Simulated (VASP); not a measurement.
# AlN (P6_3mc) in VASP: a series of runs

AlN is run at these levels: PBE; tasks: single point.

All numbers are computed with VASP 6.6.1; they aren't measurements. Logs are shortened: lines on timing, memory, paths and dates and some standing lists are left out, and cuts for length are marked.

**1. The cell of the first run**

Symmetry: P6_3mc, No. 186, hexagonal system. The conventional cell has a = 3.107 Å, b = 3.107 Å, c = 4.979 Å, α = 90.00°, β = 90.00°, γ = 120.00°. Al (site symmetry 3m) has 4 N at 1.89 to 1.90 Å within 2.5 Å. N (site symmetry 3m) has 4 Al at 1.89 to 1.90 Å within 2.5 Å.

**2. Single point, PBE**

INCAR

```
SYSTEM = AlN
PREC = Accurate ; ENCUT = 520
EDIFF = 1E-7 ; ISMEAR = 0
SIGMA = 0.01 ; LREAL = .False.
LASPH = .True. ; NELM = 80
ALGO = Normal ; ISIF = 2
LWAVE = .False. ; LCHARG = .False.
GGA = PE ; NBANDS = 16
```

KPOINTS

```
Automatic mesh
0
Gamma
  6 6 4
  0 0 0
```

POSCAR

```
AlN
1.0
    3.1066945036      0.0000000000      0.0000000000
   -1.5533472518      2.6904763619      0.0000000000
    0.0000000000      0.0000000000      4.9785885494
Al N
2 2
Direct
    0.3333333333      0.6666666667     -0.0007956041
    0.6666666667      0.3333333333      0.4992043959
    0.3333333333      0.6666666667      0.3807956041
    0.6666666667      0.3333333333      0.8807956041
```

Potentials or basis: VASP PAW PBE potentials, release 64 (Al, N).

On the command line:

```console
cat potpaw_PBE.64/Al/POTCAR potpaw_PBE.64/N/POTCAR > POTCAR
mpirun -np 1 vasp_std > vasp.out
```

OUTCAR:

```text
SYSTEM = AlN
   PREC = Accurate
   ENCUT = 520
   EDIFF = 1E-7
   ISMEAR = 0
   LREAL = .False.
   LASPH = .True.
   NELM = 80
   ISIF = 2
   GGA = PE

 ion  position               nearest neighbor table
   1  0.333  0.667  0.999-   4 1.89   4 1.89   4 1.89   3 1.90   2 3.07   2 3.07   2 3.07   2 3.07
                             2 3.07   2 3.07
   2  0.667  0.333  0.499-   3 1.89   3 1.89   3 1.89   4 1.90   1 3.07   1 3.07   1 3.07   1 3.07
                             1 3.07   1 3.07
   3  0.333  0.667  0.381-   2 1.89   2 1.89   2 1.89   1 1.90
   4  0.667  0.333  0.881-   1 1.89   1 1.89   1 1.89   2 1.90

  LATTYP: Found a hexagonal cell.
 ALAT       =     3.1066945036
 C/A-ratio  =     1.6025356029

  Lattice vectors:

 A1 = (   3.1066945036,   0.0000000000,   0.0000000000)
 A2 = (  -1.5533472518,   2.6904763619,   0.0000000000)
 A3 = (   0.0000000000,   0.0000000000,   4.9785885494)

Analysis of symmetry for initial positions (statically):
=====================================================================
 Subroutine PRICEL returns:
 Original cell was already a primitive cell.

 Routine SETGRP: Setting up the symmetry group for a
 hexagonal supercell.

 Subroutine GETGRP returns: Found 12 space group operations
 (whereof  6 operations were pure point group operations)
 out of a pool of 24 trial point group operations.

The static configuration has the point symmetry C_3v.
 The point group associated with its full space group is C_6v.

Analysis of symmetry for dynamics (positions and initial velocities):
=====================================================================
 Subroutine PRICEL returns:
 Original cell was already a primitive cell.

 Routine SETGRP: Setting up the symmetry group for a
 hexagonal supercell.

 Subroutine GETGRP returns: Found 12 space group operations
 (whereof  6 operations were pure point group operations)
 out of a pool of 24 trial point group operations.

The dynamic configuration has the point symmetry C_3v.
 The point group associated with its full space group is C_6v.

 Subroutine INISYM returns: Found 12 space group operations
 (whereof  6 operations are pure point group operations),
 and found     1 'primitive' translations

----------------------------------------------------------------------------------------

                                     Primitive cell

  volume of cell :      41.6135

  direct lattice vectors                    reciprocal lattice vectors
     3.106694504  0.000000000  0.000000000     0.321885528  0.185840696  0.000000000
    -1.553347252  2.690476362  0.000000000     0.000000000  0.371681392  0.000000000
     0.000000000  0.000000000  4.978588549     0.000000000  0.000000000  0.200860141

  length of vectors
     3.106694504  3.106694504  4.978588549     0.371681392  0.371681392  0.200860141

  position of ions in fractional coordinates (direct lattice)
     0.333333333  0.666666667  0.999204396
     0.666666667  0.333333333  0.499204396
     0.333333333  0.666666667  0.380795604
     0.666666667  0.333333333  0.880795604

  ion indices of the primitive-cell ions
   primitive index   ion index
                 1           1
                 2           2
                 3           3
                 4           4

----------------------------------------------------------------------------------------

 KPOINTS: Automatic mesh

Automatic generation of k-mesh.
 Grid dimensions read from file:
 generate k-points for:    6    6    4

 Generating k-lattice:

  Cartesian coordinates                     Fractional coordinates (reciprocal lattice)
     0.053647588  0.030973449  0.000000000     0.166666667 -0.000000000  0.000000000
     0.000000000  0.061946899  0.000000000     0.000000000  0.166666667  0.000000000
     0.000000000  0.000000000  0.050215035     0.000000000  0.000000000  0.250000000

  Length of vectors
     0.061946899  0.061946899  0.050215035

  Shift w.r.t. Gamma in fractional coordinates (k-lattice)
     0.000000000  0.000000000  0.000000000

 Subroutine IBZKPT returns following result:
 ===========================================

 Found     21 irreducible k-points:

 Following reciprocal coordinates:
            Coordinates               Weight
  0.000000  0.000000  0.000000      1.000000
  0.166667  0.000000  0.000000      6.000000
  0.333333  0.000000  0.000000      6.000000
  0.500000  0.000000  0.000000      3.000000
  0.166667  0.166667  0.000000      6.000000
  0.333333  0.166667  0.000000     12.000000
[... 13 lines left out ...]
  0.333333  0.166667  0.500000     12.000000
  0.333333  0.333333  0.500000      2.000000
   k-points           NKPTS =     21   k-points in BZ     NKDIM =     21   number of bands    NBANDS=     16
   number of dos      NEDOS =    301   number of ions     NIONS =      4
   total plane-waves  NPLWV =  23040
   dimension x,y,z NGX =    24 NGY =   24 NGZ =   40
   dimension x,y,z NGXF=    48 NGYF=   48 NGZF=   80
   ions per type =               2   2
   NGX,Y,Z   is equivalent  to a cutoff of  12.84, 12.84, 13.36 a.u.
   NGXF,Y,Z  is equivalent  to a cutoff of  25.69, 25.69, 26.71 a.u.
 SYSTEM =  AlN
   PREC   = accura    normal or accurate (medium, high low for compatibility)
   ISTART =      0    job   : 0-new  1-cont  2-samecut
   ICHARG =      2    charge: 1-file 2-atom 10-const
   ISPIN  =      1    spin polarized calculation?
   LNONCOLLINEAR =      F non collinear calculations
   LSORBIT =      F    spin-orbit coupling
   LASPH  =      T    aspherical Exc in radial PAW
   ENCUT  =  520.0 eV  38.22 Ry    6.18 a.u.   5.78  5.78  9.26*2*pi/ulx,y,z
   NELM   =     80;   NELMIN=  2; NELMDL= -5     # of ELM steps
   EDIFF  = 0.1E-06   stopping-criterion for ELM
   LREAL  =      F    real-space projection
   EDIFFG = 0.1E-05   stopping-criterion for IOM
   NSW    =      0    number of steps for IOM
   IBRION =     -1    ionic relax: 0-MD 1-quasi-New 2-CG
   NFREE  =      0    steps in history (QN), initial steepest desc. (CG)
   ISIF   =      2    stress and relaxation
   ISYM   =      2    0-nonsym 1-usesym 2-fastsym
   POTIM  = 0.5000    time-step for ionic-motion
   TEBEG  =    0.0;   TEEND  =   0.0 temperature during run
   PSTRESS=    0.0 pullay stress
   NELECT =      16.0000    total number of electrons
   NUPDOWN=      -1.0000    fix difference up-down
   EMIN   =  10.00;   EMAX   =-10.00  energy-range for DOS
   EFERMI =   0.00;   METHOD = LEGACY
   ISMEAR =     0;   SIGMA  =   0.01  broadening in eV -4-tet -1-fermi 0-gaus
   EFERMI_NEDOS =   21; number of points for ismear=-14 and -15
   IALGO  =     38    algorithm
   IMIX   =      4    mixing-type and parameters
     AMIX     =   0.40;   BMIX     =  1.00
     AMIX_MAG =   1.60;   BMIX_MAG =  1.00
  volume/ion in A,a.u.               =      10.40        70.21
  Fermi-wavevector in a.u.,A,eV,Ry     =   1.190429  2.249585 19.281105  1.417121
  Thomas-Fermi vector in A             =   2.326514
   LORBIT       =      0    0 simple, 1 ext, 2 COOP (PROOUT), +10 PAW based schemes
   GGA     = PE    functional components
   LHFCALC =     F    Hartree Fock is set to
   AEXX    =    0.0000 exact exchange contribution
   IVDW    =     0    specifies the selected vdW correction
   LEPSILON=     F    determine dielectric tensor
   LRPA    =     F    only Hartree local field effects (RPA)
 non-spin polarized calculation
 Gauss-broadening in eV      SIGMA  =   0.01
  energy-cutoff  :      520.00
  volume of cell :       41.61
 maximum number of plane-waves:      1152
 NGX is ok and might be reduce to    24
   NGX = 11   NGY = 11   NGZ = 19

 number of electron      15.9999996 magnetization

 Free energy of the ion-electron system (eV)
  ---------------------------------------------------
  ext. energy  EPLUGINS =         0.00000000
  ---------------------------------------------------
  free energy    TOTEN  =       -29.76652506 eV

  energy without entropy =      -29.76652506  energy(sigma->0) =      -29.76652506

 E-fermi :   6.2459     XC(G=0): -10.9265

 val. band max:        6.1866316553   @ k =   0.0000   0.0000   0.0000
 cond. band min:      10.4297522817   @ k =   0.0000   0.0000   0.0000
 fundamental gap:      4.2431206264
 Fermi energy:         6.2459293873

 k-point     1 :       0.0000    0.0000    0.0000
  band No.  band energies     occupation
      1      -9.0203      2.00000
      2      -6.8655      2.00000
      3       0.1771      2.00000
      4       5.3274      2.00000
      5       5.3274      2.00000
      6       5.9763      2.00000
[... 8 lines left out ...]
     15      19.3683      0.00000
     16      19.3683      0.00000

 k-point     2 :       0.1667    0.0000    0.0000
  band No.  band energies     occupation
      1      -8.6719      2.00000
      2      -6.6763      2.00000
      3       0.5946      2.00000
      4       3.9060      2.00000
      5       4.6884      2.00000
      6       4.9349      2.00000
[... 8 lines left out ...]
     15      18.5796      0.00000
     16      19.0133      0.00000

 k-point     3 :       0.3333    0.0000    0.0000
  band No.  band energies     occupation
      1      -7.7720      2.00000
      2      -6.3405      2.00000
      3       1.6747      2.00000
      4       1.7513      2.00000
      5       2.8591      2.00000
      6       4.3443      2.00000
[... 8 lines left out ...]
     15      18.3148      0.00000
     16      20.6297      0.00000

 k-point     4 :       0.5000    0.0000    0.0000
  band No.  band energies     occupation
      1      -7.0433      2.00000
      2      -6.3459      2.00000
      3       0.7256      2.00000
      4       2.0124      2.00000
      5       2.8372      2.00000
      6       4.0982      2.00000
[... 8 lines left out ...]
     15      19.0373      0.00000
     16      21.3680      0.00000
[... 267 lines left out ...]
 k-point    19 :       0.1667    0.1667    0.5000
  band No.  band energies     occupation
      1      -7.3162      2.00000
      2      -7.3162      2.00000
      3       1.9700      2.00000
      4       1.9700      2.00000
      5       4.3515      2.00000
      6       4.3515      2.00000
[... 8 lines left out ...]
     15      19.1672      0.00000
     16      19.1672      0.00000

 k-point    20 :       0.3333    0.1667    0.5000
  band No.  band energies     occupation
      1      -6.6890      2.00000
      2      -6.6890      2.00000
      3       1.0225      2.00000
      4       1.0225      2.00000
      5       3.5562      2.00000
      6       3.5562      2.00000
[... 8 lines left out ...]
     15      19.6832      0.00000
     16      19.6832      0.00000

 k-point    21 :       0.3333    0.3333    0.5000
  band No.  band energies     occupation
      1      -6.4621      2.00000
      2      -6.4621      2.00000
      3       1.3452      2.00000
      4       1.3452      2.00000
      5       2.3150      2.00000
      6       2.3150      2.00000
[... 8 lines left out ...]
     15      20.0378      0.00000
     16      20.0378      0.00000

------------------------ aborting loop because EDIFF is reached ----------------------------------------

  FORCE on cell =-STRESS in cart. coord.  units (eV):
  Direction    XX          YY          ZZ          XY          YZ          ZX
  --------------------------------------------------------------------------------------
  -------------------------------------------------------------------------------------
  Total        1.1537807      1.1537807      1.1082349      0.0000000      0.0000000      0.0000000
  in kB       44.4221818     44.4221818     42.6686047      0.0000000      0.0000000      0.0000000
  external PRESSURE =      43.8376561 kB  Pullay stress =       0.0000000 kB

 VOLUME and BASIS-vectors are now :
 -----------------------------------------------------------------------------
  energy-cutoff  :      520.00
  volume of cell :       41.61
      direct lattice vectors                 reciprocal lattice vectors
     3.106694504  0.000000000  0.000000000     0.321885528  0.185840696  0.000000000
    -1.553347252  2.690476362  0.000000000     0.000000000  0.371681392  0.000000000
     0.000000000  0.000000000  4.978588549     0.000000000  0.000000000  0.200860141

 POSITION                                       TOTAL-FORCE (eV/Angst)
 -----------------------------------------------------------------------------------
     -0.00000      1.79365      4.97463        -0.000000      0.000000     -0.010195
      1.55335      0.89683      2.48533         0.000000     -0.000000     -0.010195
     -0.00000      1.79365      1.89582         0.000000     -0.000000      0.010195
      1.55335      0.89683      4.38512        -0.000000      0.000000      0.010195
 -----------------------------------------------------------------------------------
    total drift:                               -0.000000      0.000000     -0.000954

  FREE ENERGIE OF THE ION-ELECTRON SYSTEM (eV)
  ---------------------------------------------------
  free  energy   TOTEN  =       -29.7665250611 eV

  energy  without entropy=      -29.7665250611  energy(sigma->0) =      -29.76652506
```

Wall time 28 s (1 thread of AMD EPYC 7R43 (Zen 3), shared host); peak memory 0.12 GiB.

Results:

```yaml
Free_energy: -29.7665 eV
Pressure: 4.4 GPa
Largest_force: 0.010 eV/Å
Band_gap_on_the_k_mesh: 4.24 eV, direct
```

Forces on the atoms (eV/Å):
```
Al   0.000  0.000 -0.010
Al   0.000  0.000 -0.010
N    0.000  0.000  0.010
N    0.000  0.000  0.010
```

**3. Single point, PBE**

INCAR

```
PREC = Accurate
ENCUT = 520
EDIFF = 1E-7
ISMEAR = 0
SIGMA = 0.01
LREAL = False
LASPH = True
NELM = 60
ALGO = Normal
ISIF = 2
LWAVE = False
LCHARG = True
GGA = PE
LELF = True
LVHAR = True
NBANDS = 16
```

KPOINTS

```
regular mesh
0
Gamma
  6 6 4
```

POSCAR is that of step 2.

Potentials or basis: VASP PAW PBE potentials, release 64 (Al, N).

On the command line:

```console
cat potpaw_PBE.64/Al/POTCAR potpaw_PBE.64/N/POTCAR > POTCAR
mpirun -np 1 vasp_std > vasp.out
```

Run time: 28 s. Hardware: 1 thread of AMD EPYC 7R43 (Zen 3), shared host; peak memory 0.12 GiB.

It converged, with:

```
Free energy            : -29.7665 eV
Pressure               : 4.4 GPa
Largest force          : 0.010 eV/Å
Band gap on the k mesh : 4.24 eV, direct
```

Forces on the atoms (eV/Å):
```
Al   0.000  0.000 -0.010
Al   0.000  0.000 -0.010
N    0.000  0.000  0.010
N    0.000  0.000  0.010
```

Stress tensor (GPa, compression positive):
```
4.44 0.00 0.00
0.00 4.44 0.00
0.00 0.00 4.27
```

Levels at points of the mesh, in eV from the valence-band top:
```tsv
k point	band 6	band 7	band 8	band 9	band 10	band 11
(0.00, 0.00, 0.00)	-0.21	-0.21	0.00	4.24	6.70	10.64
(0.50, 0.00, 0.00)	-2.09	-1.78	-0.69	5.81	5.83	8.22
(0.00, 0.00, 0.50)	-0.54	-0.54	-0.54	6.50	6.50	10.35
(0.50, 0.00, 0.50)	-1.46	-1.37	-1.37	5.32	5.32	9.28
```
